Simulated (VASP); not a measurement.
A run of VASP 6.6.1:

INCAR

```
PREC = Accurate
ENCUT = 500
EDIFF = 1E-7
ISMEAR = 0
SIGMA = 0.1
LREAL = False
LASPH = True
NELM = 120
ALGO = Normal
ISIF = 3
LWAVE = False
LCHARG = False
GGA = PE
IBRION = 2
NSW = 100
EDIFFG = -0.01
GGA_COMPAT = False
NELMIN = 4
```

The input KPOINTS:

```
Automatic mesh
0
Gamma
  12 12 8
```

File POSCAR:

```
InW4
1.0
    5.3443667669      0.0000000000      0.0000000000
   -2.6721833834      4.6283573873      0.0000000000
    0.0000000000      0.0000000000      4.9647206884
In W
1 4
Direct
    0.0000000000      0.0000000000      0.0000000000
    0.5000000000      0.0000000000      0.0000000000
    0.0000000000      0.5000000000      0.0000000000
    0.5000000000      0.5000000000      0.0000000000
    0.0000000000      0.0000000000      0.5000000000
```

Potentials or basis: VASP PAW PBE potentials, release 64 (In_d, W_sv).

Command:

```sh
$ cat potpaw_PBE.64/In_d/POTCAR potpaw_PBE.64/W_sv/POTCAR > POTCAR
$ mpirun -np 1 vasp_std > vasp.out
```

Hardware: 1 thread of AMD EPYC 9R45 96-Core Processor (Zen 5) (shared host).

Estimate the wall time of this run.

Wall time 15 min on 1 thread of AMD EPYC 9R45 96-Core Processor (Zen 5), on a shared host, peak memory 0.46 GiB. Counts: scf iterations 37, k points 95, ion steps 3.
